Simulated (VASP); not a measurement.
# Te3Pb4Se (P1) in VASP: relaxation of cell and atoms with PBE

Aim: the relaxation of cell and atoms of Te3Pb4Se with PBE.

Program: VASP 6.6.1. These are calculated values, not measurements. Logs are shortened: lines on timing, memory, paths and dates and some standing lists are left out, and cuts for length are marked.

### 1 The cell of the first run

The typed cell holds 8 atoms: a = 6.580 Å, b = 6.535 Å, c = 8.028 Å, α = 114.08°, β = 113.91°, γ = 91.74°.

### 2 Relaxation of cell and atoms, PBE

INCAR

```
ALGO     = Normal         # electronic algorithm
EDIFF    = 1E-7           # SCF threshold, eV
EDIFFG   = -0.025         # ionic threshold
ENCUT    = 600            # plane-wave cutoff, eV
GGA      = PE             # functional
IBRION   = 2              # ionic algorithm
ISIF     = 3              # what is computed and relaxed
ISMEAR   = 0              # smearing method
LASPH    = True           # aspherical terms in the spheres
LCHARG   = False          # write CHGCAR
LREAL    = False          # projectors in reciprocal space
LWAVE    = False          # write WAVECAR
NELM     = 80             # most SCF steps
NSW      = 80             # ionic steps
PREC     = Accurate       # precision mode
SIGMA    = 0.1            # smearing width, eV
```

KPOINTS

```
k-points
0
Gamma
  2 2 2
```

POSCAR

```
Te3Pb4Se
1.0
    6.5789985448     -0.0998731547     -0.0321765268
   -0.0998731547      6.5339391019     -0.0545652582
   -3.2716717360     -3.2714837886      6.5611405102
Te Pb Se
3 4 1
Direct
    0.2447373539      0.7383732683      0.4962559800
    0.7529929914      0.2357169400      0.4946144602
   -0.0099922609      0.0045709039      0.0071806369
    0.4867652578      0.0031873848     -0.0019182341
    0.7390774919      0.7342633362      0.4696961618
    0.0182012881      0.5190668666      0.0116505948
    0.2621429287      0.2574401053      0.5176632918
    0.5060749491      0.5073811949      0.0048571088
```

Potentials or basis: VASP PAW PBE potentials, release 64 (Te, Pb_d, Se).

On the command line:

```
$ cat potpaw_PBE.64/Te/POTCAR potpaw_PBE.64/Pb_d/POTCAR potpaw_PBE.64/Se/POTCAR > POTCAR
$ mpirun -np 1 vasp_std > vasp.out
```

OUTCAR:

```text
EDIFF = 1E-7
   EDIFFG = -0.025
   ENCUT = 600
   GGA = PE
   IBRION = 2
   ISIF = 3
   ISMEAR = 0
   LASPH = True
   LREAL = False
   NELM = 80
   NSW = 80
   PREC = Accurate

 ion  position               nearest neighbor table
   1  0.245  0.738  0.496-   6 3.17   7 3.22   5 3.25   4 3.27   7 3.32   5 3.34
   2  0.753  0.236  0.495-   5 3.20   4 3.24   7 3.27   7 3.31   5 3.35   6 3.37
   3  0.990  0.005  0.007-   6 3.20   4 3.28   4 3.30   7 3.33   6 3.35   5 3.51
   4  0.487  0.003  0.998-   2 3.24   8 3.27   8 3.27   1 3.27   3 3.28   3 3.30
   5  0.739  0.734  0.470-   8 3.03   2 3.20   1 3.25   1 3.34   2 3.35   3 3.51
   6  0.018  0.519  0.012-   1 3.17   3 3.20   8 3.24   8 3.35   3 3.35   2 3.37
   7  0.262  0.257  0.518-   8 3.18   1 3.22   2 3.27   2 3.31   1 3.32   3 3.33
   8  0.506  0.507  0.005-   5 3.03   7 3.18   6 3.24   4 3.27   4 3.27   6 3.35

  LATTYP: Found a triclinic cell.
 ALAT       =     8.0580288505
 B/A-ratio  =     0.9963215218
 C/A-ratio  =     1.5028743393
 COS(alpha) =     0.0023724571
 COS(beta)  =     0.6568935260
 COS(gamma) =     0.6653937248

  Lattice vectors:

 A1 = (  -3.3073268088,   3.3713569433,  -6.5289639834)
 A2 = (   3.2716717360,   3.2714837886,  -6.5611405102)
 A3 = (  -9.7864521989,  -3.0627090039,  -6.4422221984)

Analysis of symmetry for initial positions (statically):
=====================================================================
 Subroutine PRICEL returns:
 Original cell was already a primitive cell.

 Routine SETGRP: Setting up the symmetry group for a
 triclinic supercell.

 Subroutine GETGRP returns: Found  1 space group operations
 (whereof  1 operations were pure point group operations)
 out of a pool of  2 trial point group operations.

The static configuration has the point symmetry C_1 .

Analysis of symmetry for dynamics (positions and initial velocities):
=====================================================================
 Subroutine PRICEL returns:
 Original cell was already a primitive cell.

 Routine SETGRP: Setting up the symmetry group for a
 triclinic supercell.

 Subroutine GETGRP returns: Found  1 space group operations
 (whereof  1 operations were pure point group operations)
 out of a pool of  2 trial point group operations.

The dynamic configuration has the point symmetry C_1 .

 Subroutine INISYM returns: Found  1 space group operations
 (whereof  1 operations are pure point group operations),
 and found     1 'primitive' translations

----------------------------------------------------------------------------------------

                                     Primitive cell

  volume of cell :     280.0862

  direct lattice vectors                    reciprocal lattice vectors
     6.578998545 -0.099873155 -0.032176527     0.152422993  0.002976945  0.077489123
    -0.099873155  6.533939102 -0.054565258     0.002715402  0.153740015  0.078011112
    -3.271671736 -3.271483789  6.561140510     0.000770081  0.001293167  0.153441315

  length of vectors
     6.579835243  6.534930160  8.028387567     0.171015190  0.172421284  0.153448696

  position of ions in fractional coordinates (direct lattice)
     0.244737354  0.738373268  0.496255980
     0.752992991  0.235716940  0.494614460
     0.990007739  0.004570904  0.007180637
     0.486765258  0.003187385  0.998081766
     0.739077492  0.734263336  0.469696162
     0.018201288  0.519066867  0.011650595
     0.262142929  0.257440105  0.517663292
     0.506074949  0.507381195  0.004857109

  ion indices of the primitive-cell ions
   primitive index   ion index
                 1           1
                 2           2
                 3           3
                 4           4
                 5           5
                 6           6
                 7           7
                 8           8

----------------------------------------------------------------------------------------

 KPOINTS: k-points

Automatic generation of k-mesh.
 Grid dimensions read from file:
 generate k-points for:    2    2    2

 Generating k-lattice:

  Cartesian coordinates                     Fractional coordinates (reciprocal lattice)
     0.076211496  0.001488473  0.038744562     0.500000000  0.000000000  0.000000000
     0.001357701  0.076870007  0.039005556     0.000000000  0.500000000  0.000000000
     0.000385040  0.000646584  0.076720657     0.000000000  0.000000000  0.500000000

  Length of vectors
     0.085507595  0.086210642  0.076724348

  Shift w.r.t. Gamma in fractional coordinates (k-lattice)
     0.000000000  0.000000000  0.000000000

 Subroutine IBZKPT returns following result:
 ===========================================

 Found      8 irreducible k-points:

 Following reciprocal coordinates:
            Coordinates               Weight
  0.000000  0.000000  0.000000      1.000000
  0.500000 -0.000000  0.000000      1.000000
 -0.000000  0.500000  0.000000      1.000000
  0.500000  0.500000  0.000000      1.000000
 -0.000000  0.000000  0.500000      1.000000
  0.500000  0.000000  0.500000      1.000000
 -0.000000  0.500000  0.500000      1.000000
  0.500000  0.500000  0.500000      1.000000
   k-points           NKPTS =      8   k-points in BZ     NKDIM =      8   number of bands    NBANDS=     48
   number of dos      NEDOS =    301   number of ions     NIONS =      8
   total plane-waves  NPLWV = 186624
   dimension x,y,z NGX =    54 NGY =   54 NGZ =   64
   dimension x,y,z NGXF=   108 NGYF=  108 NGZF=  128
   ions per type =               3   4   1
   NGX,Y,Z   is equivalent  to a cutoff of  13.64, 13.74, 13.25 a.u.
   NGXF,Y,Z  is equivalent  to a cutoff of  27.29, 27.47, 26.51 a.u.
 SYSTEM =  unknown system
   PREC   = accura    normal or accurate (medium, high low for compatibility)
   ISTART =      0    job   : 0-new  1-cont  2-samecut
   ICHARG =      2    charge: 1-file 2-atom 10-const
   ISPIN  =      1    spin polarized calculation?
   LNONCOLLINEAR =      F non collinear calculations
   LSORBIT =      F    spin-orbit coupling
   LASPH  =      T    aspherical Exc in radial PAW
   ENCUT  =  600.0 eV  44.10 Ry    6.64 a.u.  13.14 13.05 16.03*2*pi/ulx,y,z
   NELM   =     80;   NELMIN=  2; NELMDL= -5     # of ELM steps
   EDIFF  = 0.1E-06   stopping-criterion for ELM
   LREAL  =      F    real-space projection
   EDIFFG = -.3E-01   stopping-criterion for IOM
   NSW    =     80    number of steps for IOM
   IBRION =      2    ionic relax: 0-MD 1-quasi-New 2-CG
   NFREE  =      1    steps in history (QN), initial steepest desc. (CG)
   ISIF   =      3    stress and relaxation
   ISYM   =      2    0-nonsym 1-usesym 2-fastsym
   POTIM  = 0.5000    time-step for ionic-motion
   TEBEG  =    0.0;   TEEND  =   0.0 temperature during run
   PSTRESS=    0.0 pullay stress
   NELECT =      80.0000    total number of electrons
   NUPDOWN=      -1.0000    fix difference up-down
   EMIN   =  10.00;   EMAX   =-10.00  energy-range for DOS
   EFERMI =   0.00;   METHOD = LEGACY
   ISMEAR =     0;   SIGMA  =   0.10  broadening in eV -4-tet -1-fermi 0-gaus
   EFERMI_NEDOS =   21; number of points for ismear=-14 and -15
   IALGO  =     38    algorithm
   IMIX   =      4    mixing-type and parameters
     AMIX     =   0.40;   BMIX     =  1.00
     AMIX_MAG =   1.60;   BMIX_MAG =  1.00
  volume/ion in A,a.u.               =      35.01       236.26
  Fermi-wavevector in a.u.,A,eV,Ry     =   1.078138  2.037385 15.815152  1.162381
  Thomas-Fermi vector in A             =   2.214068
   LORBIT       =      0    0 simple, 1 ext, 2 COOP (PROOUT), +10 PAW based schemes
   GGA     = PE    functional components
   LHFCALC =     F    Hartree Fock is set to
   AEXX    =    0.0000 exact exchange contribution
   IVDW    =     0    specifies the selected vdW correction
   LEPSILON=     F    determine dielectric tensor
   LRPA    =     F    only Hartree local field effects (RPA)
 conjugate gradient relaxation of ions
 non-spin polarized calculation
 Gauss-broadening in eV      SIGMA  =   0.10
  energy-cutoff  :      600.00
  volume of cell :      280.09
 maximum number of plane-waves:      9376
 NGX is ok and might be reduce to    54
   NGX = 27   NGY = 27   NGZ = 33

--------------------------------------- Ionic step        1  -------------------------------------------

 number of electron      80.0000002 magnetization

 Free energy of the ion-electron system (eV)
  ---------------------------------------------------
  ext. energy  EPLUGINS =         0.00000000
  ---------------------------------------------------
  free energy    TOTEN  =       -29.08792569 eV

  energy without entropy =      -29.08759592  energy(sigma->0) =      -29.08776080

------------------------ aborting loop because EDIFF is reached ----------------------------------------

  FORCE on cell =-STRESS in cart. coord.  units (eV):
  Direction    XX          YY          ZZ          XY          YZ          ZX
  --------------------------------------------------------------------------------------
  -------------------------------------------------------------------------------------
  Total        2.7240488      3.9761860     -4.0914901      0.9121768      0.5755335      0.1567886
  in kB       15.5823763     22.7449769    -23.4045508      5.2179251      3.2922243      0.8968777
  external PRESSURE =       4.9742675 kB  Pullay stress =       0.0000000 kB
[... 107 lines left out ...]
  FREE ENERGIE OF THE ION-ELECTRON SYSTEM (eV)
  ---------------------------------------------------
  free  energy   TOTEN  =       -29.2311384860 eV

  energy  without entropy=      -29.2310391162  energy(sigma->0) =      -29.23108880

[... ionic steps 4 to 37 ...]

--------------------------------------- Ionic step       38  -------------------------------------------

 number of electron      80.0000003 magnetization

------------------------ aborting loop because EDIFF is reached ----------------------------------------

  FORCE on cell =-STRESS in cart. coord.  units (eV):
  Direction    XX          YY          ZZ          XY          YZ          ZX
  --------------------------------------------------------------------------------------
  -------------------------------------------------------------------------------------
  Total       -0.0080973      0.0415055      0.0117175     -0.0170035      0.0152630     -0.0496640
  in kB       -0.0422918      0.2167812      0.0612000     -0.0888085      0.0797180     -0.2593924
  external PRESSURE =       0.0785631 kB  Pullay stress =       0.0000000 kB
[... 69 lines left out ...]
  energy  without entropy=      -29.8886866375  energy(sigma->0) =      -29.88868664

--------------------------------------- Ionic step       40  -------------------------------------------

 number of electron      80.0000003 magnetization

 Free energy of the ion-electron system (eV)
  ---------------------------------------------------
  ext. energy  EPLUGINS =         0.00000000
  ---------------------------------------------------
  free energy    TOTEN  =       -29.88885284 eV

  energy without entropy =      -29.88885284  energy(sigma->0) =      -29.88885284

 E-fermi :   4.3932     XC(G=0):  -8.5102

 val. band max:        4.0025832925   @ k =   0.0000   0.0000   0.0000
 cond. band min:       4.7862820492   @ k =   0.5000   0.5000   0.5000
 fundamental gap:      0.7836987568
 Fermi energy:         4.3931641376

 k-point     1 :       0.0000    0.0000    0.0000
  band No.  band energies     occupation
      1     -12.8752      2.00000
      2     -12.8611      2.00000
      3     -12.8498      2.00000
      4     -12.8385      2.00000
      5     -12.8344      2.00000
      6     -12.8235      2.00000
[... 432 lines left out ...]
  FREE ENERGIE OF THE ION-ELECTRON SYSTEM (eV)
  ---------------------------------------------------
  free  energy   TOTEN  =       -29.8888528389 eV

  energy  without entropy=      -29.8888528355  energy(sigma->0) =      -29.88885284

 reached required accuracy - stopping structural energy minimisation
```

Run time: 55 min. Hardware: 1 thread of Intel Xeon 6975P-C (Granite Rapids), shared host; peak memory 0.56 GiB.

What came out:

```yaml
Free_energy: -29.8889 eV
Relaxed_volume: 38.39 Å³/atom
Relaxed_cell: a = 6.759 Å, b = 7.308 Å, c = 8.222 Å, α = 120.10°, β = 118.15°, γ = 82.12°
Space_group_after_relaxing_to_0.1_Å: Cm (No. 8)
Energy_gained_by_relaxing: 100.1 meV/atom
Ionic_steps: 40
Pressure_after_relaxing: 0.0 GPa
Largest_force_after_relaxing: 0.022 eV/Å
Band_gap_on_the_k_mesh: 0.78 eV (least direct gap 1.24 eV)
```

Forces on the atoms (eV/Å):
```
Te   0.008 -0.016  0.012
Te  -0.008 -0.012 -0.001
Te   0.006 -0.001 -0.005
Pb  -0.005  0.011 -0.008
Pb  -0.005  0.010 -0.003
Pb   0.010  0.009  0.007
Pb  -0.004  0.003 -0.006
Se  -0.002 -0.003  0.003
```

Step by step:
```
step  energy change (eV)  largest force (eV/Å)  pressure (GPa)  volume (Å³)
   1              0.0000                0.2532            0.50       280.09
   2             -0.1427                0.3179            0.06       284.31
   3             -0.1432                0.3248            0.05       284.57
   4             -0.1727                0.3467           -0.06       285.56
   5             -0.2573                0.3968           -0.34       288.44
   6             -0.3834                0.5309           -0.57       293.89
   7             -0.2771                1.0040            0.17       303.54
   8             -0.4231                0.5842           -0.50       296.47
   9             -0.4403                0.5900           -0.41       296.48
  10             -0.4832                0.5967           -0.12       296.50
  11             -0.5155                0.6313            0.59       296.47
  12             -0.5548                0.5867            0.49       298.38
  13             -0.6350                0.5314            0.28       304.09
  14             -0.6423                0.7474            0.10       315.45
  15             -0.6629                0.6107            0.15       310.35
  16             -0.6969                0.4354           -0.09       312.16
  17             -0.7253                0.2005           -0.52       315.92
  18             -0.7531                0.1740           -0.11       311.40
  19             -0.7610                0.2097            0.25       307.66
  20             -0.7723                0.1716            0.02       308.74
  21             -0.7731                0.1687           -0.05       309.13
  22             -0.7792                0.1325           -0.07       308.79
  23             -0.7854                0.1071           -0.10       307.93
  24             -0.7891                0.0719            0.14       305.65
  25             -0.7892                0.0700            0.17       305.40
  26             -0.7928                0.0685            0.05       306.43
  27             -0.7938                0.0784           -0.06       307.38
  28             -0.7960                0.0600           -0.01       307.12
  29             -0.7961                0.0570            0.00       307.07
  30             -0.7973                0.0444            0.01       307.01
  31             -0.7981                0.0499            0.03       306.91
  32             -0.7989                0.0306           -0.03       307.31
  33             -0.7990                0.0417           -0.05       307.50
  34             -0.7996                0.0410            0.01       306.89
  35             -0.7997                0.0413            0.09       306.16
  36             -0.8000                0.0380            0.07       306.25
  37             -0.8004                0.0295            0.04       306.47
  38             -0.8006                0.0270            0.01       306.76
  39             -0.8008                0.0258           -0.05       307.29
  40             -0.8009                0.0219           -0.03       307.16
```

Final structure:
```cif
data_structure
_symmetry_space_group_name_H-M 'P 1'
_symmetry_Int_Tables_number 1
_cell_length_a 6.7591
_cell_length_b 7.3084
_cell_length_c 8.2218
_cell_angle_alpha 120.098
_cell_angle_beta 118.155
_cell_angle_gamma 82.117
_cell_volume 307.16
loop_
_atom_site_label
_atom_site_type_symbol
_atom_site_fract_x
_atom_site_fract_y
_atom_site_fract_z
_atom_site_occupancy
Te1 Te 0.23253 0.70626 0.50137 1
Te2 Te 0.73201 0.20351 0.49679 1
Te3 Te 0.98227 0.96144 0.00104 1
Pb1 Pb 0.51073 0.06242 0.99994 1
Pb2 Pb 0.76013 0.77770 0.48645 1
Pb3 Pb 0.03510 0.53478 0.99923 1
Pb4 Pb 0.27514 0.29224 0.51461 1
Se1 Se 0.47209 0.46164 0.00057 1
```

Levels at points of the mesh, in eV from the valence-band top:
```csv
k point,band 37,band 38,band 39,band 40,band 41,band 42,band 43,band 44
"(0.00, 0.00, 0.00)",-1.32,-1.15,-0.28,0.00,1.85,2.04,2.05,2.55
"(0.50, 0.00, 0.00)",-1.06,-0.91,-0.75,-0.59,1.63,1.66,1.85,1.92
"(0.00, 0.50, 0.00)",-1.37,-1.17,-0.95,-0.84,1.58,1.66,1.69,1.93
"(0.50, 0.50, 0.00)",-1.02,-0.97,-0.83,-0.71,1.35,1.40,1.61,1.63
"(0.00, 0.00, 0.50)",-1.86,-1.77,-0.55,-0.40,1.92,2.15,2.46,2.61
"(0.50, 0.00, 0.50)",-1.06,-0.93,-0.75,-0.59,1.63,1.66,1.85,1.91
"(0.00, 0.50, 0.50)",-1.37,-1.18,-0.95,-0.84,1.58,1.65,1.70,1.93
"(0.50, 0.50, 0.50)",-0.79,-0.71,-0.57,-0.46,0.78,0.80,1.36,1.45
```

Caveat: the k points lie up to 0.53 Å⁻¹ apart in the final cell; spin-orbit coupling is left out, which moves the levels of the heavy elements.
